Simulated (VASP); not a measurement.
The system is Si.

```xyz
2
Lattice="0.0000 2.7221 2.7221 2.7221 0.0000 2.7221 2.7221 2.7221 0.0000" Properties=species:S:1:pos:R:3 pbc="T T T"
Si    0.0000    0.0000    0.0000
Si    1.3611    1.3611    1.3611
```

Base run:

| Property | Result |
| --- | --- |
| Program | VASP 6.6.1 |
| Functional | PBE |
| Potentials or basis | VASP PAW PBE potentials, release 64 (Si) |
| Cutoff | 520 eV |
| k mesh | 6 × 6 × 6 |
| Occupations | gaussian, width 0.01 eV |
| Spin | no spin polarisation |

Its results: band gap on the k mesh 0.72 eV, indirect (least direct gap 2.56 eV); pressure 1.3 GPa.

Task: After a change of settings the same cell gave: band gap on the k mesh 0.71 eV, indirect (least direct gap 2.54 eV); pressure 1.8 GPa. Which change was it?
A. functional from PBE to HSE06; k mesh from 6 × 6 × 6 to 4 × 4 × 4
B. k mesh from 6 × 6 × 6 to 4 × 4 × 4
C. functional from PBE to r2SCAN; k mesh from 6 × 6 × 6 to 4 × 4 × 4

Result: B.

Caveats: some runs use coarse meshes.
